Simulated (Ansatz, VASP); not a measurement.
## In3B2H3 in VASP and in Ansatz

```
In B H
1.0
     7.80495    0.00000    0.00000
    -3.90248    6.75929    0.00000
     0.00000    0.00000    3.93281
In B H
3 2 3
Direct
  0.50000 0.00000 0.50000
  0.00000 0.50000 0.50000
  0.50000 0.50000 0.50000
  0.33333 0.66667 0.50000
  0.66667 0.33333 0.50000
  0.50000 0.00000 0.00000
  0.00000 0.50000 0.00000
  0.50000 0.50000 0.00000
```

Alike in both runs: functional PBE; k mesh 2 × 2 × 3; occupations gaussian, width 0.15 eV; no spin polarisation.

Ansatz relaxed the structure, and its values are those at the end. VASP's run is a single point on that final structure, the one shown.

```csv
,VASP,Ansatz
version,VASP 6.6.1,Ansatz 0.2.0
potentials or method,"VASP PAW PBE potentials, release 64 (In_d, B, H), cutoff 500 eV","scalar-relativistic, plane waves, PAW"
valence electrons in the cell,48,48
```

VASP gave:

| Item | Value |
| --- | --- |
| gap on the k mesh at the Fermi level (eV) | none |
| pressure (GPa) | -0.2 |

**Question.** Which values does Ansatz return?

**Answer.** gap on the k mesh at the Fermi level (eV): none; pressure (GPa): -0.1.

A gap of «none» marks a metal or a gap that the smearing closes.

The k mesh is coarse, so the values compare programs but aren't converged.
